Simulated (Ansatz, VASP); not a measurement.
# SrTiO3 in VASP and in Ansatz

```
Sr Ti O
1.0
     3.82876    0.00000    0.00000
     0.00000    3.82876    0.00000
     0.00000    0.00000    3.82876
Sr Ti O
1 1 3
Direct
  0.00000 0.00000 0.00000
  0.50000 0.50000 0.50000
  0.50000 0.00000 0.50000
  0.50000 0.50000 0.00000
  0.00000 0.50000 0.50000
```

Alike in both runs: task single point; functional r2SCAN; k mesh 6 × 6 × 6; occupations gaussian, width 0.02 eV; no spin polarisation; Hubbard terms Ti d U = 4.0 eV.

|  | VASP | Ansatz |
| --- | --- | --- |
| version | VASP 6.6.1 | Ansatz 0.2.0 |
| potentials or method | VASP PAW PBE potentials, release 64 (Sr_sv, Ti_sv, O), cutoff 520 eV | scalar-relativistic, plane waves, PAW |
| valence electrons in the cell | 40 | 40 |

|  | VASP | Ansatz | Ansatz less VASP |
| --- | --- | --- | --- |
| gap on the k mesh at the Fermi level (eV) | 3.01 | 2.97 | -0.046 |
| least direct gap on the mesh (eV) | 3.42 | 3.35 | -0.065 |
| pressure (GPa) | 18.9 | 15.0 | -3.92 |

VASP's potentials were made for PBE, not for r2SCAN. The programs project onto different local orbitals, so the same U acts differently, and such runs can settle in different states.
